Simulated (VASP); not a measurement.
Set up this calculation in VASP 6.6.1, as the native input.

```yaml
Task: single point
Functional: PBE
Potentials_or_basis: VASP PAW PBE potentials, release 64 (Cd, Se)
Cutoff: 520 eV
k_mesh: 12 × 12 × 4
Occupations: fermi-dirac, width 0.02 eV
Spin: no spin polarisation
Dipole_correction: no
Further_INCAR_settings: ALGO = Normal; EDIFF = 1e-06; NBANDS = 26
```

The structure of CdSe (Cadmoselite) lies in POSCAR:

```
CdSe
1.0
    4.4001862812      0.0000000000      0.0000000000
   -2.2000931406      3.7591724385      0.0000000000
    0.0000000000      0.0000000000      7.0766648688
Cd Se
2 2
Direct
    0.3337845341      0.6675690682      0.0037877876
    0.6662154659      0.3324309318      0.5037877876
    0.3309629310      0.6619258620      0.3812122124
    0.6690370690      0.3380741380      0.8812122124
```

This cell differs from its parent crystal: uniaxial x strain +1.4%.

The input as run:

INCAR

```
  ALGO = Normal
  EDIFF = 1E-6
  ENCUT = 520
  GGA = PE
  ISIF = 2
  ISMEAR = -1
  LASPH = T
  LCHARG = T
  LELF = T
  LREAL = F
  LVHAR = T
  LWAVE = F
  NBANDS = 26
  NELM = 80
  PREC = Accurate
  SIGMA = 0.02
```

KPOINTS

```
k-points
0
Gamma
  12 12 4
```

Potentials or basis: VASP PAW PBE potentials, release 64 (Cd, Se).

Run with:

```bash
$ cat potpaw_PBE.64/Cd/POTCAR potpaw_PBE.64/Se/POTCAR > POTCAR
$ mpirun -np 1 vasp_std > vasp.out
```

Results of the run:

```
Pressure               : 1.0 GPa
Band gap on the k mesh : 0.57 eV, direct
```

Caveat: the cell differs from its parent crystal (uniaxial x strain +1.4%).

Wall time 2.8 min on 1 thread of Intel(R) Xeon(R) 6975P-C (Granite Rapids), on a shared host, peak memory 0.49 GiB.
